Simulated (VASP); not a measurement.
# LiF (P6_3mc) in VASP: further runs

LiF is run at these levels: LDA; tasks: single point.

All numbers are computed with VASP 6.6.1; they aren't measurements. Logs are shortened: lines on timing, memory, paths and dates and some standing lists are left out, and cuts for length are marked.

### Step 1. The cell of the first run

Symmetry: P6_3mc, No. 186, hexagonal system. The conventional cell has a = 3.107 Å, b = 3.107 Å, c = 4.952 Å, α = 90.00°, β = 90.00°, γ = 120.00°. Within 2.5 Å of Li (site symmetry 3m) lie 4 F at 1.88 to 1.92 Å. F (site symmetry 3m) has 4 Li at 1.88 to 1.92 Å within 2.5 Å.

### Step 2. Single point, LDA (strain +0.015 along x and y, +0.030 along z)

File INCAR:

```
SYSTEM = LiF
PREC     = Accurate       ! precision mode
ENCUT    = 520            ! plane-wave cutoff, eV
EDIFF    = 1E-7           ! SCF threshold, eV
ISMEAR   = 0              ! smearing method
SIGMA    = 0.05           ! smearing width, eV
LREAL    = .False.        ! projectors in reciprocal space
LASPH    = .True.         ! aspherical terms in the spheres
NELM     = 80             ! most SCF steps
ALGO     = Normal         ! electronic algorithm
ISIF     = 2              ! what is computed and relaxed
LWAVE    = .False.        ! write WAVECAR
LCHARG   = .False.        ! write CHGCAR
NBANDS   = 18             ! bands
```

File KPOINTS:

```
Automatic mesh
0
Gamma
  9 9 6
  0 0 0
```

File POSCAR:

```
LiF
1.0
    3.1068539148      0.0000000000      0.0000000000
   -1.5534269574      2.6906144160      0.0000000000
    0.0000000000      0.0000000000      4.9515443071
Li F
2 2
Direct
    0.3333333333      0.6666666667      0.3811542600
    0.6666666667      0.3333333333      0.8811542600
    0.3333333333      0.6666666667      0.9938437400
    0.6666666667      0.3333333333      0.4938437400
```

Potentials or basis: VASP PAW LDA potentials, release 64 (Li_sv, F).

Run with:

```
> cat potpaw_LDA.64/Li_sv/POTCAR potpaw_LDA.64/F/POTCAR > POTCAR
> mpirun -np 1 vasp_std > vasp.out
```

OUTCAR:

```text
SYSTEM = LiF
   PREC = Accurate
   ENCUT = 520
   EDIFF = 1E-7
   ISMEAR = 0
   LREAL = .False.
   LASPH = .True.
   NELM = 80
   ISIF = 2

 ion  position               nearest neighbor table
   1  0.333  0.667  0.381-   4 1.88   4 1.88   4 1.88   3 1.92
   2  0.667  0.333  0.881-   3 1.88   3 1.88   3 1.88   4 1.92
   3  0.333  0.667  0.994-   2 1.88   2 1.88   2 1.88   1 1.92
   4  0.667  0.333  0.494-   1 1.88   1 1.88   1 1.88   2 1.92

  LATTYP: Found a hexagonal cell.
 ALAT       =     3.1068539148
 C/A-ratio  =     1.5937486740

  Lattice vectors:

 A1 = (   3.1068539148,   0.0000000000,   0.0000000000)
 A2 = (  -1.5534269574,   2.6906144160,   0.0000000000)
 A3 = (   0.0000000000,   0.0000000000,   4.9515443071)

Analysis of symmetry for initial positions (statically):
=====================================================================
 Subroutine PRICEL returns:
 Original cell was already a primitive cell.

 Routine SETGRP: Setting up the symmetry group for a
 hexagonal supercell.

 Subroutine GETGRP returns: Found 12 space group operations
 (whereof  6 operations were pure point group operations)
 out of a pool of 24 trial point group operations.

The static configuration has the point symmetry C_3v.
 The point group associated with its full space group is C_6v.

Analysis of symmetry for dynamics (positions and initial velocities):
=====================================================================
 Subroutine PRICEL returns:
 Original cell was already a primitive cell.

 Routine SETGRP: Setting up the symmetry group for a
 hexagonal supercell.

 Subroutine GETGRP returns: Found 12 space group operations
 (whereof  6 operations were pure point group operations)
 out of a pool of 24 trial point group operations.

The dynamic configuration has the point symmetry C_3v.
 The point group associated with its full space group is C_6v.

 Subroutine INISYM returns: Found 12 space group operations
 (whereof  6 operations are pure point group operations),
 and found     1 'primitive' translations

----------------------------------------------------------------------------------------

                                     Primitive cell

  volume of cell :      41.3917

  direct lattice vectors                    reciprocal lattice vectors
     3.106853915  0.000000000  0.000000000     0.321869012  0.185831161  0.000000000
    -1.553426957  2.690614416  0.000000000     0.000000000  0.371662321  0.000000000
     0.000000000  0.000000000  4.951544307     0.000000000  0.000000000  0.201957195

  length of vectors
     3.106853915  3.106853915  4.951544307     0.371662321  0.371662321  0.201957195

  position of ions in fractional coordinates (direct lattice)
     0.333333333  0.666666667  0.381154260
     0.666666667  0.333333333  0.881154260
     0.333333333  0.666666667  0.993843740
     0.666666667  0.333333333  0.493843740

  ion indices of the primitive-cell ions
   primitive index   ion index
                 1           1
                 2           2
                 3           3
                 4           4

----------------------------------------------------------------------------------------

 KPOINTS: Automatic mesh

Automatic generation of k-mesh.
 Grid dimensions read from file:
 generate k-points for:    9    9    6

 Generating k-lattice:

  Cartesian coordinates                     Fractional coordinates (reciprocal lattice)
     0.035763224  0.020647907  0.000000000     0.111111111 -0.000000000  0.000000000
     0.000000000  0.041295813  0.000000000     0.000000000  0.111111111  0.000000000
     0.000000000  0.000000000  0.033659533     0.000000000  0.000000000  0.166666667

  Length of vectors
     0.041295813  0.041295813  0.033659533

  Shift w.r.t. Gamma in fractional coordinates (k-lattice)
     0.000000000  0.000000000  0.000000000

 Subroutine IBZKPT returns following result:
 ===========================================

 Found     48 irreducible k-points:

 Following reciprocal coordinates:
            Coordinates               Weight
  0.000000  0.000000  0.000000      1.000000
  0.111111  0.000000  0.000000      6.000000
  0.222222 -0.000000  0.000000      6.000000
  0.333333 -0.000000  0.000000      6.000000
  0.444444 -0.000000  0.000000      6.000000
  0.111111  0.111111  0.000000      6.000000
[... 16 lines left out ...]
  0.333333  0.222222  0.166667     24.000000
  0.333333  0.333333  0.166667      4.000000
 [... further k-points ...]
   k-points           NKPTS =     48   k-points in BZ     NKDIM =     48   number of bands    NBANDS=     18
   number of dos      NEDOS =    301   number of ions     NIONS =      4
   total plane-waves  NPLWV =  23040
   dimension x,y,z NGX =    24 NGY =   24 NGZ =   40
   dimension x,y,z NGXF=    48 NGYF=   48 NGZF=   80
   ions per type =               2   2
   NGX,Y,Z   is equivalent  to a cutoff of  12.84, 12.84, 13.43 a.u.
   NGXF,Y,Z  is equivalent  to a cutoff of  25.68, 25.68, 26.86 a.u.
 SYSTEM =  LiF
   PREC   = accura    normal or accurate (medium, high low for compatibility)
   ISTART =      0    job   : 0-new  1-cont  2-samecut
   ICHARG =      2    charge: 1-file 2-atom 10-const
   ISPIN  =      1    spin polarized calculation?
   LNONCOLLINEAR =      F non collinear calculations
   LSORBIT =      F    spin-orbit coupling
   LASPH  =      T    aspherical Exc in radial PAW
   ENCUT  =  520.0 eV  38.22 Ry    6.18 a.u.   5.78  5.78  9.21*2*pi/ulx,y,z
   NELM   =     80;   NELMIN=  2; NELMDL= -5     # of ELM steps
   EDIFF  = 0.1E-06   stopping-criterion for ELM
   LREAL  =      F    real-space projection
   EDIFFG = 0.1E-05   stopping-criterion for IOM
   NSW    =      0    number of steps for IOM
   IBRION =     -1    ionic relax: 0-MD 1-quasi-New 2-CG
   NFREE  =      0    steps in history (QN), initial steepest desc. (CG)
   ISIF   =      2    stress and relaxation
   ISYM   =      2    0-nonsym 1-usesym 2-fastsym
   POTIM  = 0.5000    time-step for ionic-motion
   TEBEG  =    0.0;   TEEND  =   0.0 temperature during run
   PSTRESS=    0.0 pullay stress
   NELECT =      20.0000    total number of electrons
   NUPDOWN=      -1.0000    fix difference up-down
   EMIN   =  10.00;   EMAX   =-10.00  energy-range for DOS
   EFERMI =   0.00;   METHOD = LEGACY
   ISMEAR =     0;   SIGMA  =   0.05  broadening in eV -4-tet -1-fermi 0-gaus
   EFERMI_NEDOS =   21; number of points for ismear=-14 and -15
   IALGO  =     38    algorithm
   IMIX   =      4    mixing-type and parameters
     AMIX     =   0.40;   BMIX     =  1.00
     AMIX_MAG =   1.60;   BMIX_MAG =  1.00
  volume/ion in A,a.u.               =      10.35        69.83
  Fermi-wavevector in a.u.,A,eV,Ry     =   1.284637  2.427612 22.453597  1.650293
  Thomas-Fermi vector in A             =   2.416819
   LORBIT       =      0    0 simple, 1 ext, 2 COOP (PROOUT), +10 PAW based schemes
   GGA     = CA    functional components
   LHFCALC =     F    Hartree Fock is set to
   AEXX    =    0.0000 exact exchange contribution
   IVDW    =     0    specifies the selected vdW correction
   LEPSILON=     F    determine dielectric tensor
   LRPA    =     F    only Hartree local field effects (RPA)
 non-spin polarized calculation
 Gauss-broadening in eV      SIGMA  =   0.05
  energy-cutoff  :      520.00
  volume of cell :       41.39
 maximum number of plane-waves:      1126
 NGX is ok and might be reduce to    24
   NGX = 11   NGY = 11   NGZ = 19

 number of electron      19.9999967 magnetization

 Free energy of the ion-electron system (eV)
  ---------------------------------------------------
  ext. energy  EPLUGINS =         0.00000000
  ---------------------------------------------------
  free energy    TOTEN  =       -20.72940475 eV

  energy without entropy =      -20.72940475  energy(sigma->0) =      -20.72940475

 E-fermi :  -2.6695     XC(G=0):  -9.3557

 val. band max:       -2.9794877819   @ k =   0.0000   0.0000   0.0000
 cond. band min:       4.3136957668   @ k =   0.0000   0.0000   0.0000
 fundamental gap:      7.2931835486
 Fermi energy:        -2.6694827811

 k-point     1 :       0.0000    0.0000    0.0000
  band No.  band energies     occupation
      1     -42.3695      2.00000
      2     -42.3317      2.00000
      3     -21.9084      2.00000
      4     -21.6917      2.00000
      5      -5.0785      2.00000
      6      -3.3921      2.00000
[... 10 lines left out ...]
     17      15.9367      0.00000
     18      16.2593      0.00000

 k-point     2 :       0.1111    0.0000    0.0000
  band No.  band energies     occupation
      1     -42.3658      2.00000
      2     -42.3300      2.00000
      3     -21.8926      2.00000
      4     -21.6871      2.00000
      5      -5.0151      2.00000
      6      -3.5270      2.00000
[... 10 lines left out ...]
     17      16.0944      0.00000
     18      16.3293      0.00000

 k-point     3 :       0.2222   -0.0000    0.0000
  band No.  band energies     occupation
      1     -42.3560      2.00000
      2     -42.3260      2.00000
      3     -21.8501      2.00000
      4     -21.6771      2.00000
      5      -4.8534      2.00000
      6      -3.9056      2.00000
[... 10 lines left out ...]
     17      16.1424      0.00000
     18      16.2719      0.00000

 k-point     4 :       0.3333   -0.0000    0.0000
  band No.  band energies     occupation
      1     -42.3440      2.00000
      2     -42.3224      2.00000
      3     -21.7950      2.00000
      4     -21.6720      2.00000
      5      -4.7658      2.00000
      6      -4.2080      2.00000
[... 10 lines left out ...]
     17      15.8084      0.00000
     18      16.5882      0.00000

 k-point     5 :       0.4444   -0.0000    0.0000
  band No.  band energies     occupation
      1     -42.3350      2.00000
      2     -42.3213      2.00000
      3     -21.7495      2.00000
      4     -21.6770      2.00000
      5      -4.9129      2.00000
      6      -4.1997      2.00000
[... 10 lines left out ...]
     17      15.4994      0.00000
     18      16.9425      0.00000

 k-point     6 :       0.1111    0.1111    0.0000
  band No.  band energies     occupation
      1     -42.3590      2.00000
      2     -42.3272      2.00000
      3     -21.8635      2.00000
      4     -21.6798      2.00000
      5      -4.8984      2.00000
      6      -3.7787      2.00000
[... 10 lines left out ...]
     17      16.2873      0.00000
     18      16.6657      0.00000

 k-point     7 :       0.2222    0.1111    0.0000
  band No.  band energies     occupation
      1     -42.3481      2.00000
      2     -42.3234      2.00000
      3     -21.8144      2.00000
      4     -21.6723      2.00000
      5      -4.7248      2.00000
      6      -4.2341      2.00000
[... 10 lines left out ...]
     17      16.2252      0.00000
     18      16.7175      0.00000

 k-point     8 :       0.3333    0.1111    0.0000
  band No.  band energies     occupation
      1     -42.3373      2.00000
      2     -42.3213      2.00000
      3     -21.7623      2.00000
      4     -21.6730      2.00000
      5      -4.8059      2.00000
      6      -4.3180      2.00000
[... 10 lines left out ...]
     17      15.6353      0.00000
     18      16.9349      0.00000
[... 229 lines left out ...]
     17      16.0739      0.00000
     18      16.6122      0.00000

 k-point    20 :       0.3333    0.1111    0.1667
  band No.  band energies     occupation
      1     -42.3362      2.00000
      2     -42.3224      2.00000
      3     -21.7572      2.00000
      4     -21.6798      2.00000
      5      -4.7842      2.00000
      6      -4.3325      2.00000
[... 10 lines left out ...]
     17      15.6708      0.00000
     18      16.8783      0.00000

 k-point    21 :       0.4444    0.1111    0.1667
  band No.  band energies     occupation
      1     -42.3314      2.00000
      2     -42.3221      2.00000
      3     -21.7322      2.00000
      4     -21.6843      2.00000
      5      -4.9055      2.00000
      6      -4.2816      2.00000
[... 10 lines left out ...]
     17      15.4118      0.00000
     18      17.0461      0.00000

 k-point    22 :       0.2222    0.2222    0.1667
  band No.  band energies     occupation
      1     -42.3370      2.00000
      2     -42.3225      2.00000
      3     -21.7617      2.00000
      4     -21.6785      2.00000
      5      -4.6177      2.00000
      6      -4.5182      2.00000
[... 10 lines left out ...]
     17      15.9151      0.00000
     18      17.1295      0.00000

 k-point    23 :       0.3333    0.2222    0.1667
  band No.  band energies     occupation
      1     -42.3295      2.00000
      2     -42.3222      2.00000
      3     -21.7243      2.00000
      4     -21.6840      2.00000
      5      -4.8561      2.00000
      6      -4.3253      2.00000
[... 10 lines left out ...]
     17      15.3300      0.00000
     18      17.2640      0.00000

 k-point    24 :       0.3333    0.3333    0.1667
  band No.  band energies     occupation
      1     -42.3245      2.00000
      2     -42.3245      2.00000
      3     -21.6983      2.00000
      4     -21.6983      2.00000
      5      -4.9039      2.00000
      6      -4.1406      2.00000
[... 10 lines left out ...]
     17      14.8375      0.00000
     18      17.2721      0.00000

 [... further k-points ...]
[... 5 lines left out ...]
  --------------------------------------------------------------------------------------
  -------------------------------------------------------------------------------------
  Total       -1.3969367     -1.3969367     -1.7115242      0.0000000      0.0000000      0.0000000
  in kB      -54.0722385    -54.0722385    -66.2492041      0.0000000      0.0000000      0.0000000
  external PRESSURE =     -58.1312270 kB  Pullay stress =       0.0000000 kB

 VOLUME and BASIS-vectors are now :
 -----------------------------------------------------------------------------
  energy-cutoff  :      520.00
  volume of cell :       41.39
      direct lattice vectors                 reciprocal lattice vectors
     3.106853915  0.000000000  0.000000000     0.321869012  0.185831161  0.000000000
    -1.553426957  2.690614416  0.000000000     0.000000000  0.371662321  0.000000000
     0.000000000  0.000000000  4.951544307     0.000000000  0.000000000  0.201957195

 POSITION                                       TOTAL-FORCE (eV/Angst)
 -----------------------------------------------------------------------------------
     -0.00000      1.79374      1.88730        -0.000000      0.000000     -0.049506
      1.55343      0.89687      4.36307         0.000000      0.000000     -0.049506
     -0.00000      1.79374      4.92106         0.000000     -0.000000      0.049506
      1.55343      0.89687      2.44529        -0.000000      0.000000      0.049506
 -----------------------------------------------------------------------------------
    total drift:                                0.000000      0.000000     -0.000084

  FREE ENERGIE OF THE ION-ELECTRON SYSTEM (eV)
  ---------------------------------------------------
  free  energy   TOTEN  =       -20.7294047548 eV

  energy  without entropy=      -20.7294047548  energy(sigma->0) =      -20.72940475
```

It took 42 s on 1 thread of Intel Xeon Platinum 8259CL at 2.50GHz (Skylake/Cascade Lake), shared host; peak memory 0.15 GiB.

What came out:

```yaml
Free_energy: -20.7294 eV
Largest_force: 0.050 eV/Å
Band_gap_on_the_k_mesh: 7.29 eV, direct
```

Forces on the atoms (eV/Å):
```
Li   0.000  0.000 -0.050
Li   0.000  0.000 -0.050
F    0.000  0.000  0.050
F    0.000  0.000  0.050
```

Caveat: the cell differs from its parent crystal (strain +0.015 along x and y, +0.030 along z); the cutoff is under 1.25 times the usual one of these potentials, so pressure, stress and relaxed cells hold a basis-set (Pulay) error.

[end of part 1 of 2]
